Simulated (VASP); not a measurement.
Crystal: HfPd2N4.

```
Hf Pd N
1.0
     0.00000    4.41500    4.41500
     4.41500    0.00000    4.41500
     4.41500    4.41500    0.00000
Hf Pd N
2 4 8
Direct
  0.50000 0.50000 0.50000
  0.75000 0.75000 0.75000
  0.62500 0.12500 0.12500
  0.12500 0.62500 0.12500
  0.12500 0.12500 0.62500
  0.12500 0.12500 0.12500
  0.36500 0.90500 0.36500
  0.90500 0.36500 0.36500
  0.36500 0.36500 0.90500
  0.36500 0.36500 0.36500
  0.88500 0.34500 0.88500
  0.34500 0.88500 0.88500
  0.88500 0.88500 0.88500
  0.88500 0.88500 0.34500
```

| Property | Result |
| --- | --- |
| Program | VASP 6.6.1 |
| Task | relaxation of cell and atoms |
| Functional | PBE |
| Potentials or basis | VASP PAW PBE potentials, release 64 (Hf_pv, Pd, N) |
| Cutoff | 600 eV |
| k mesh | 3 × 3 × 3 |
| Occupations | gaussian, width 0.15 eV |
| Spin | no spin polarisation |

At the start: pressure -5.0 GPa; volume 12.29 Å³/atom.

How do energy, volume and symmetry change on relaxing?

Over 5 steps the energy falls by 8.9 meV/atom and the volume is 11.99 Å³/atom (-2.5 %); space group Fd-3m (No. 227, to 0.1 Å) before and after.

Step by step:
```
step  energy change (eV)  largest force (eV/Å)  pressure (GPa)  volume (Å³)
   1              0.0000                0.6005           -5.03       172.12
   2             -0.0059                0.2063            7.28       162.67
   3             -0.1161                0.2217            0.81       167.21
   4             -0.1219                0.1102           -0.41       168.10
   5             -0.1240                0.0021            0.00       167.80
```

Final structure:
```cif
data_structure
_symmetry_space_group_name_H-M 'P 1'
_symmetry_Int_Tables_number 1
_cell_length_a 6.1911
_cell_length_b 6.1911
_cell_length_c 6.1911
_cell_angle_alpha 60.000
_cell_angle_beta 60.000
_cell_angle_gamma 60.000
_cell_volume 167.80
loop_
_atom_site_label
_atom_site_type_symbol
_atom_site_fract_x
_atom_site_fract_y
_atom_site_fract_z
_atom_site_occupancy
Hf1 Hf 0.50000 0.50000 0.50000 1
Hf2 Hf 0.75000 0.75000 0.75000 1
Pd1 Pd 0.62500 0.12500 0.12500 1
Pd2 Pd 0.12500 0.62500 0.12500 1
Pd3 Pd 0.12500 0.12500 0.62500 1
Pd4 Pd 0.12500 0.12500 0.12500 1
N1 N 0.36356 0.90931 0.36356 1
N2 N 0.90931 0.36356 0.36356 1
N3 N 0.36356 0.36356 0.90931 1
N4 N 0.36356 0.36356 0.36356 1
N5 N 0.88644 0.34069 0.88644 1
N6 N 0.34069 0.88644 0.88644 1
N7 N 0.88644 0.88644 0.88644 1
N8 N 0.88644 0.88644 0.34069 1
```
